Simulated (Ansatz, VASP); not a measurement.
One calculation of Re, two programs

```xyz
2
Lattice="2.7608 0.0000 0.0000 -1.3804 2.3909 0.0000 0.0000 0.0000 4.4582" Properties=species:S:1:pos:R:3 pbc="T T T"
Re    1.3804    0.7970    3.3436
Re    0.0000    1.5939    1.1145
```

Alike in both runs: functional PBEsol; k mesh 8 × 8 × 5; occupations fermi-dirac, width 0.05 eV; non-collinear spin, spin-orbit coupling.

|  | VASP | Ansatz |
| --- | --- | --- |
| version | VASP 6.6.1 | Ansatz 0.2.0 |
| potentials or method | VASP PAW PBE potentials, release 64 (Re), cutoff 520 eV | all-electron LAPW, relativistic spinors |
| task | single point | band structure |

```tsv
	VASP	Ansatz	Ansatz less VASP
pressure (GPa)	-3.6	-3.5	+0.10
traceless stress, the component that is largest in VASP (GPa)	-0.12	-0.04	+0.081
net moment per atom (μB)	0.00	0.00	0.000
```

VASP's potentials were made for PBE, not for PBEsol. Ansatz ran all-electron here, and VASP with PAW potentials.

Noted on Ansatz's run: the k mesh is thin for a metal, which can move the energy by tens of meV per atom.
